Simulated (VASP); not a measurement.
ZnS3, 4 atoms in the cell. The structure is tetragonal, space group P4/mmm (No. 123). The conventional cell has a = 3.242 Å, b = 3.242 Å, c = 6.129 Å, α = 90.00°, β = 90.00°, γ = 90.00°. Within 3.5 Å of Zn (site symmetry 4/mmm) lie 10 S at 2.69 to 3.06 Å and 4 Zn at 3.24 Å. Within 3.5 Å of S (site symmetry 4mm) lie 4 Zn at 2.69 Å and 10 S at 2.81 to 3.31 Å. Within 3.7 Å of S (site symmetry 4/mmm) lie 12 S at 2.83 to 3.24 Å and 2 Zn at 3.06 Å. The cell was built from a structure type or drawn by symmetry, and may not be a known phase.

```yaml
Program: VASP 6.6.1
Task: relaxation of cell and atoms
Functional: PBE
Potentials_or_basis: VASP PAW PBE potentials, release 64 (Zn, S)
Cutoff: 600 eV
k_mesh: 14 × 14 × 8
Occupations: gaussian, width 0.1 eV
Spin: no spin polarisation
Dipole_correction: no
Further_INCAR_settings: ALGO = Normal; EDIFF = 1e-07; IBRION = 2; EDIFFG = -0.01; NSW = 100; ISIF = 3
```

Potentials or basis: VASP PAW PBE potentials, release 64 (Zn, S).

Command:

```sh
$ cat potpaw_PBE.64/Zn/POTCAR potpaw_PBE.64/S/POTCAR > POTCAR
$ mpirun -np 1 vasp_std > vasp.out
```

Hardware: 1 thread of Intel(R) Xeon(R) Platinum 8259CL CPU @ 2.50GHz (Skylake/Cascade Lake), on a shared host.

Question: Estimate the wall time of this run.

Answer: Run time: 35 min on 1 thread of Intel(R) Xeon(R) Platinum 8259CL CPU @ 2.50GHz (Skylake/Cascade Lake), on a shared host, peak memory 0.39 GiB. Counts: scf iterations 139, k points 180, ion steps 16.
